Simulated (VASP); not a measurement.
Be, 2 atoms in the cell. The cell holds a sheet with vacuum, 2 atoms: a = 2.130 Å, b = 2.130 Å, c = 28.488 Å, α = 90.00°, β = 90.00°, γ = 120.00°. 

```yaml
Program: VASP 6.6.1
Task: single point
Functional: PBE
Potentials_or_basis: VASP PAW PBE potentials, release 64 (Be)
Cutoff: 520 eV
k_mesh: 30 × 30 × 1
Occupations: gaussian, width 0.1 eV
Spin: no spin polarisation
Dipole_correction: yes
Further_INCAR_settings: ALGO = Normal; EDIFF = 1e-06; NBANDS = 9
```

Potentials or basis: VASP PAW PBE potentials, release 64 (Be).

Run with:

```sh
$ cat potpaw_PBE.64/Be/POTCAR > POTCAR
$ mpirun -np 1 vasp_std > vasp.out
```

Hardware: 1 thread of Intel(R) Xeon(R) Platinum 8488C (Sapphire Rapids) (shared host).

**Question.** Estimate the wall time of this run.

**Answer.** Run time: 68 s on 1 thread of Intel(R) Xeon(R) Platinum 8488C (Sapphire Rapids), on a shared host, peak memory 0.25 GiB. Counts: scf iterations 19, k points 91.
